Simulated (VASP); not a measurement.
A run of VASP 6.6.1 is set up as follows.

INCAR

```
SYSTEM = Al2BN3
PREC = Accurate ; ENCUT = 600
EDIFF = 1E-6 ; ISMEAR = 0
SIGMA = 0.02 ; LREAL = .FALSE.
LASPH = .TRUE. ; NELM = 80
ALGO = Normal ; ISIF = 3
LWAVE = .FALSE. ; LCHARG = .FALSE.
GGA = PE ; IBRION = 2
NSW = 100 ; EDIFFG = -0.01
```

Contents of KPOINTS:

```
regular mesh
0
G
  6 6 8
  0 0 0
```

Contents of POSCAR:

```
Al2BN3
1.0
    2.5354366070     -4.3316910713      0.0000000000
    2.5354366070      4.3316910713      0.0000000000
   -1.6312060519      0.0000000000      2.6509404799
Al B N
2 1 3
Direct
    0.0486650595      0.3788556747      0.1416892634
    0.3788556747      0.0486650595      0.1416892634
    0.6592375441      0.6592375441      0.9562142036
    0.3300413389      0.6309925395      0.8798985614
    0.9495068832      0.9495068832      0.9925072668
    0.6309925395      0.3300413389      0.8798985614
```

Potentials or basis: VASP PAW PBE potentials, release 64 (Al, B, N).

Launch:

```sh
$ cat potpaw_PBE.64/Al/POTCAR potpaw_PBE.64/B/POTCAR potpaw_PBE.64/N/POTCAR > POTCAR
$ mpirun -np 1 vasp_std > vasp.out
```

Question: Estimate the band gap on the k mesh.

Answer: 2.84 eV (least direct gap 3.59 eV).

Question: What does it give for the space group after relaxing (to 0.1 Å)?

Answer: Cm (No. 8).

Question: Predict the relaxed volume.

Answer: 9.69 Å³/atom.

Question: What does it give for the relaxed cell?

Answer: a = 5.019 Å, b = 5.019 Å, c = 3.110 Å, α = 105.36°, β = 105.36°, γ = 119.33°.

The path:
| step | energy change (eV) | largest force (eV/Å) | pressure (GPa) | volume (Å³) |
| --- | --- | --- | --- | --- |
| 1 | 0.0000 | 0.0209 | -0.24 | 58.23 |
| 2 | -0.0001 | 0.0183 | 0.14 | 58.11 |
| 3 | -0.0001 | 0.0159 | 0.04 | 58.14 |
| 4 | -0.0001 | 0.0269 | -0.02 | 58.14 |
| 5 | -0.0001 | 0.0168 | 0.00 | 58.14 |
| 6 | -0.0001 | 0.0122 | -0.01 | 58.13 |
| 7 | -0.0001 | 0.0088 | -0.01 | 58.13 |

A k mesh can miss the band edges.
